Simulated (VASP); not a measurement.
# TiAl: single point with PBE

TiAl:

```
CELL_PARAMETERS angstrom
2.80908 0.00000 0.00000
-1.40454 2.43274 0.00000
0.00000 0.00000 4.53237
ATOMIC_POSITIONS crystal
Ti 0.00000 0.00000 0.00000
Al 0.33333 0.66667 0.50000
```

```
Program                : VASP 6.6.1
Task                   : single point
Functional             : PBE
Potentials or basis    : VASP PAW PBE potentials, release 64 (Ti_sv, Al)
Cutoff                 : 520 eV
k mesh                 : 18 × 18 × 10
Occupations            : gaussian, width 0.15 eV
Spin                   : no spin polarisation
Dipole correction      : no
Further INCAR settings : ALGO = Fast; EDIFF = 1e-07; NBANDS = 14
```

```
Pressure               : 9.3 GPa
Band gap on the k mesh : zero (an odd number of electrons rules out a gap without spin polarisation)
```

Stress tensor (GPa, compression positive):
```
 8.69  0.00  0.00
 0.00  8.69  0.00
 0.00  0.00 10.39
```

Levels at points of the mesh, in eV from the Fermi level:
| k point | band 4 | band 5 | band 6 | band 7 | band 8 | band 9 | band 10 | band 11 |
| --- | --- | --- | --- | --- | --- | --- | --- | --- |
| (0.00, 0.00, 0.00) | -32.21 | -9.26 | -2.34 | -1.77 | 1.36 | 1.36 | 2.98 | 2.98 |
| (0.50, 0.00, 0.00) | -32.37 | -3.90 | -2.86 | -1.68 | -1.08 | 2.24 | 4.27 | 4.40 |
| (0.00, 0.00, 0.50) | -32.21 | -8.27 | -5.42 | -0.43 | 1.37 | 1.37 | 2.89 | 2.89 |
| (0.50, 0.00, 0.50) | -32.37 | -3.86 | -2.46 | -1.95 | 0.64 | 1.02 | 2.01 | 3.30 |

It took 2.7 min on 1 thread of AMD EPYC 9R45 96-Core Processor (Zen 5) (shared host), peak memory 0.2 GiB.

Caveat: the cell stands under pressure.
